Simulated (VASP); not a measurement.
A run of VASP 6.6.1:

The input INCAR:

```
PREC = Accurate
ENCUT = 520
EDIFF = 1E-7
ISMEAR = 0
SIGMA = 0.01
LREAL = F
LASPH = T
NELM = 80
ALGO = Normal
ISIF = 2
LWAVE = F
LCHARG = F
GGA = PS
NBANDS = 11
```

KPOINTS

```
Automatic mesh
0
Gamma
  8 8 8
```

POSCAR

```
NaH
1.0
    2.2944277329      2.2944277329      0.0000000000
   -2.2944277329      2.2944277329      0.0000000000
    0.0000000000      2.2944277329      2.2944277329
Na H
1 1
Direct
    0.0000000000      0.0000000000      0.0000000000
    0.5000000000      0.5000000000      0.0000000000
```

Potentials or basis: VASP PAW PBE potentials, release 64 (Na_pv, H).

The run is started by

```bash
$ cat potpaw_PBE.64/Na_pv/POTCAR potpaw_PBE.64/H/POTCAR > POTCAR
$ mpirun -np 1 vasp_std > vasp.out
```

Hardware: 1 thread of AMD EPYC 7R13 (shared host).

Question: Estimate the wall time of this run.

Answer: It took 16 s on 1 thread of AMD EPYC 7R13, on a shared host, peak memory 0.1 GiB. Counts: scf iterations 13, k points 29.
